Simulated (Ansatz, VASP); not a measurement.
BN in VASP and in Ansatz

INCAR

```
ALGO = Normal
EDIFF = 1E-6
ENCUT = 520
GGA = PE
ISIF = 2
ISMEAR = -1
LASPH = T
LCHARG = F
LREAL = F
LWAVE = F
NBANDS = 11
NELM = 60
PREC = Accurate
SIGMA = 0.02
```

The input KPOINTS:

```
k-points
0
Gamma
  12 12 12
```

Contents of POSCAR:

```
BN
1.0
    0.0000000000      1.7687289557      1.7687289557
    1.7687289557      0.0000000000      1.7687289557
    1.7687289557      1.7687289557      0.0000000000
B N
1 1
Direct
    0.0000000000      0.0000000000      0.0000000000
    0.2500000000      0.2500000000      0.2500000000
```

Input for Ansatz:

```yaml
crystal:
  lattice:
    - [0.0, 1.7687289557, 1.7687289557]
    - [1.7687289557, 0.0, 1.7687289557]
    - [1.7687289557, 1.7687289557, 0.0]
  atoms:
    - { symbol: B, position: [0.0, 0.0, 0.0] }
    - { symbol: "N", position: [0.25, 0.25, 0.25] }
kpoints:
  mp_grid: { grid: [12, 12, 12] }
  band_path:
    path:
      - [0.0, 0.0, 0.0]
      - [-0.5, -0.5, 0.0]
      - [-0.375, -0.375, 0.25]
      - [-0.375, 0.0, 0.375]
      - [0.0, 0.0, 0.5]
      - [-0.5, -0.25, 0.25]
      - [0.0, 0.5, 0.5]
    npoints: 1
hamiltonian:
  xc: pbe
scf:
  occupations: { method: fermi_dirac, width: 0.02 }
  n_extra_bands: 4
output:
  forces: true
  stress: true
  eigenvalues: true
```

Change from the starting cell: hydrostatic strain -2.0%.

Alike in both runs: task single point; functional PBE; k mesh 12 × 12 × 12; occupations fermi-dirac, width 0.02 eV; no spin polarisation.

|  | VASP | Ansatz |
| --- | --- | --- |
| version | VASP 6.6.1 | Ansatz 0.2.0 |
| potentials or method | VASP PAW PBE potentials, release 64 (B, N) | plane waves, PAW |
| plane-wave cutoff (eV) | 520 | 420 |
| valence electrons in the cell | 8 | 8 |

|  | VASP | Ansatz | Ansatz less VASP |
| --- | --- | --- | --- |
| gap on the k mesh at the Fermi level (eV) | 4.53 | 4.54 | +0.010 |
| pressure (GPa) | 31.5 | 31.0 | -0.49 |

Both programs put the cell under a high pressure, so it lies far from rest at this level. With one functional, cell and mesh, what is left measures potentials, basis and numerics.
